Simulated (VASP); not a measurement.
# Mo in VASP: further runs

Aim: see how the results for Mo move with the level of theory and the settings. Levels: PBE, RPBE. Tasks: electric field gradients.

Everything below comes from runs of VASP 6.6.1. Logs are shortened: lines on timing, memory, paths and dates and some standing lists are left out, and cuts for length are marked.

### Step 1. The cell of the first run

It takes space group I4/mmm (No. 139, tetragonal). Conventional cell: a = 3.081 Å, b = 3.081 Å, c = 3.268 Å, α = 90.00°, β = 90.00°, γ = 90.00°. Mo (site symmetry 4/mmm) has 14 Mo at 2.72 to 3.27 Å within 3.6 Å.

### Step 2. Electric field gradients, PBE (z stretched by +4 % at fixed volume)

Contents of INCAR:

```
  PREC = Accurate
  ENCUT = 520
  EDIFF = 1E-8
  ISMEAR = -1
  SIGMA = 0.05
  LREAL = F
  LASPH = T
  NELM = 100
  ALGO = Normal
  ISIF = 2
  LWAVE = F
  LCHARG = F
  GGA = PE
  LEFG = T
  NBANDS = 13
```

Contents of KPOINTS:

```
Automatic mesh
0
Gamma
  16 16 16
```

Contents of POSCAR:

```
Mo
1.0
   -1.5404922415      1.5404922415      1.6338400000
    1.5404922415     -1.5404922415      1.6338400000
    1.5404922415      1.5404922415     -1.6338400000
Mo
1
Direct
    0.0000000000      0.0000000000      0.0000000000
```

Potentials or basis: VASP PAW PBE potentials, release 64 (Mo_sv).

Launch:

```sh
$ cat potpaw_PBE.64/Mo_sv/POTCAR > POTCAR
$ mpirun -np 1 vasp_std > vasp.out
```

OUTCAR:

```text
PREC = Accurate
   ENCUT = 520
   EDIFF = 1E-8
   ISMEAR = -1
   LREAL = F
   LASPH = T
   NELM = 100
   ISIF = 2
   GGA = PE

 ion  position               nearest neighbor table
   1  0.000  0.000  0.000-

  LATTYP: Found a body centered tetragonal cell.
 ALAT       =     3.0809844830
 C/A-ratio  =     1.0605960588

  Lattice vectors:

 A1 = (  -1.5404922415,   1.5404922415,   1.6338400000)
 A2 = (   1.5404922415,  -1.5404922415,   1.6338400000)
 A3 = (   1.5404922415,   1.5404922415,  -1.6338400000)

Analysis of symmetry for initial positions (statically):
=====================================================================
 Subroutine PRICEL returns:
 Original cell was already a primitive cell.

 Routine SETGRP: Setting up the symmetry group for a
 body centered tetragonal supercell.

 Subroutine GETGRP returns: Found 16 space group operations
 (whereof 16 operations were pure point group operations)
 out of a pool of 16 trial point group operations.

The static configuration has the point symmetry D_4h.

Analysis of symmetry for dynamics (positions and initial velocities):
=====================================================================
 Subroutine PRICEL returns:
 Original cell was already a primitive cell.

 Routine SETGRP: Setting up the symmetry group for a
 body centered tetragonal supercell.

 Subroutine GETGRP returns: Found 16 space group operations
 (whereof 16 operations were pure point group operations)
 out of a pool of 16 trial point group operations.

The dynamic configuration has the point symmetry D_4h.

 Subroutine INISYM returns: Found 16 space group operations
 (whereof 16 operations are pure point group operations),
 and found     1 'primitive' translations

----------------------------------------------------------------------------------------

                                     Primitive cell

  volume of cell :      15.5092

  direct lattice vectors                    reciprocal lattice vectors
    -1.540492241  1.540492241  1.633840000     0.000000000  0.324571579  0.306027518
     1.540492241 -1.540492241  1.633840000     0.324571579  0.000000000  0.306027518
     1.540492241  1.540492241 -1.633840000     0.324571579  0.324571579  0.000000000

  length of vectors
[... 124 lines left out ...]

  energy without entropy =      -10.89654283  energy(sigma->0) =      -10.89916205

 E-fermi :  12.7262     XC(G=0): -13.4334

 val. band max:       12.7089439179   @ k =  -0.1250  -0.1250   0.0625
 cond. band min:      12.7323618694   @ k =  -0.2500   0.3750   0.1250
 fundamental gap:      0.0234179515
 Fermi energy:        12.7261915645

 k-point     1 :       0.0000    0.0000    0.0000
  band No.  band energies     occupation
      1     -48.5515      2.00000
      2     -21.8075      2.00000
      3     -21.7967      2.00000
      4     -21.7967      2.00000
      5       5.4600      2.00000
      6      11.1618      2.00000
      7      11.1618      2.00000
      8      11.8122      2.00000
      9      13.9405      0.00000
     10      14.7793      0.00000
     11      26.8714      0.00000
     12      27.9793      0.00000
     13      27.9793      0.00000
[... 354 lines left out ...]
  band No.  band energies     occupation
      1     -48.5409      2.00000
      2     -21.8548      2.00000
      3     -21.8272      2.00000
      4     -21.7991      2.00000
      5       5.6421      2.00000
      6      11.0471      2.00000
      7      11.3305      2.00000
      8      11.7726      2.00000
      9      13.9659      0.00000
     10      14.6341      0.00000
     11      27.1884      0.00000
     12      28.1132      0.00000
     13      28.3044      0.00000

 [... further k-points ...]

------------------------ aborting loop because EDIFF is reached ----------------------------------------

  FORCE on cell =-STRESS in cart. coord.  units (eV):
  Direction    XX          YY          ZZ          XY          YZ          ZX
  --------------------------------------------------------------------------------------
  -------------------------------------------------------------------------------------
  Total        1.1270851      1.1270851     -0.5940452      0.0000000      0.0000000     -0.0000000
  in kB      116.4337085    116.4337085    -61.3679412      0.0000000      0.0000000     -0.0000000
  external PRESSURE =      57.1664919 kB  Pullay stress =       0.0000000 kB

 VOLUME and BASIS-vectors are now :
 -----------------------------------------------------------------------------
  energy-cutoff  :      520.00
  volume of cell :       15.51
      direct lattice vectors                 reciprocal lattice vectors
    -1.540492241  1.540492241  1.633840000     0.000000000  0.324571579  0.306027518
     1.540492241 -1.540492241  1.633840000     0.324571579  0.000000000  0.306027518
     1.540492241  1.540492241 -1.633840000     0.324571579  0.324571579  0.000000000

 POSITION                                       TOTAL-FORCE (eV/Angst)
 -----------------------------------------------------------------------------------
      0.00000      0.00000      0.00000        -0.000000     -0.000000      0.000000
 -----------------------------------------------------------------------------------
    total drift:                                0.000000     -0.000000      0.000000

  FREE ENERGIE OF THE ION-ELECTRON SYSTEM (eV)
  ---------------------------------------------------
  free  energy   TOTEN  =       -10.9017812656 eV

  energy  without entropy=      -10.8965428326  energy(sigma->0) =      -10.89916205

 Electric field gradients (V/A^2)
---------------------------------------------------------------------
 ion       V_xx      V_yy      V_zz      V_xy      V_xz      V_yz
---------------------------------------------------------------------
   1     -13.562   -13.562    27.123    -0.001    -0.000    -0.000
---------------------------------------------------------------------

 Electric field gradients after diagonalization (V/A^2)
 (convention: |V_zz| > |V_xx| > |V_yy|)
----------------------------------------------------------------------
 ion       V_xx      V_yy      V_zz     asymmetry (V_yy - V_xx)/ V_zz
----------------------------------------------------------------------
   1     -13.562   -13.561    27.123       0.000
----------------------------------------------------------------------

           NMR quadrupolar parameters

 Cq : quadrupolar parameter    Cq=e*Q*V_zz/h
 eta: asymmetry parameters     (V_yy - V_xx)/ V_zz
 Q  : nuclear electric quadrupole moment in mb (millibarn)
----------------------------------------------------------------------
 ion       Cq(MHz)       eta       Q (mb)
----------------------------------------------------------------------
   1       0.066       0.000       1.000
----------------------------------------------------------------------
```

stdout:

```text
POSCAR found type information on POSCAR Mo
 POSCAR found :  1 types and       1 ions
 scaLAPACK will be used
 LDA part: xc-table for (Slater+PW92), standard interpolation
 POSCAR, INCAR and KPOINTS ok, starting setup
 FFT: planning ... GRIDC
 FFT: planning ... GRID_SOFT
 FFT: planning ... GRID
 WAVECAR not read
 entering main loop
ion   1
```

Run time: 24 s. Hardware: 1 thread of Intel Xeon 6975P-C (Granite Rapids), shared host; peak memory 0.17 GiB.

What came out:

```yaml
Free_energy: -10.9018 eV
Pressure: 5.7 GPa
Band_gap_on_the_k_mesh: zero (bands 7 and 8 overlap by 4.91 eV)
Largest_electric_field_gradient_by_atom: Mo +27.1 V/Å²
```

Levels at points of the mesh, in eV from the Fermi level:
```
           k point  band 5  band 6  band 7  band 8  band 9  band 10
(0.00, 0.00, 0.00)   -7.27   -1.56   -1.56   -0.91    1.21     2.05
(0.50, 0.00, 0.00)   -5.34   -3.18    1.21    1.51    2.42     4.71
(0.50, 0.50, 0.00)   -5.43   -3.89    1.98    2.27    2.64     4.88
(0.50, 0.50, 0.50)   -5.57   -5.42    3.89    4.10    4.10     8.12
```

Electric field gradients, principal values (V/Å²):
| atom | least | middle | greatest (by size) |
| --- | --- | --- | --- |
| 1 Mo | -13.561 | -13.562 | 27.123 |

Caveat: the cell stands under pressure; without QUAD_EFG the Cq values of the log hold for a quadrupole moment of 1 mb, not for the nuclei.

[end of part 1 of 2]
